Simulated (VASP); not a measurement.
The system is NaCl.

```
Na Cl
1.0
     2.86000    0.00000    0.00000
     0.00000    2.86000    0.00000
     0.00000    0.00000    2.86000
Na Cl
1 1
Cartesian
  0.0000 0.0000 0.0000
  1.4300 1.4300 1.4300
```

Base run:

| Property | Result |
| --- | --- |
| Program | VASP 6.6.1 |
| Functional | PBE |
| Potentials or basis | VASP PAW PBE potentials, release 64 (Na_pv, Cl) |
| Cutoff | 520 eV |
| k mesh | 9 × 9 × 9 |
| Occupations | fermi-dirac, width 0.03 eV |
| Spin | no spin polarisation |

Its results: band gap on the k mesh 4.77 eV, direct; pressure 65.1 GPa.

Problem. After a change of settings the same cell gave: band gap on the k mesh 4.39 eV, direct; pressure 66.3 GPa. Which change was it?
A. functional from PBE to PBEsol
B. functional from PBE to r2SCAN
C. k mesh from 9 × 9 × 9 to 4 × 4 × 4

Solution. C.

Caveats: some runs use coarse meshes.
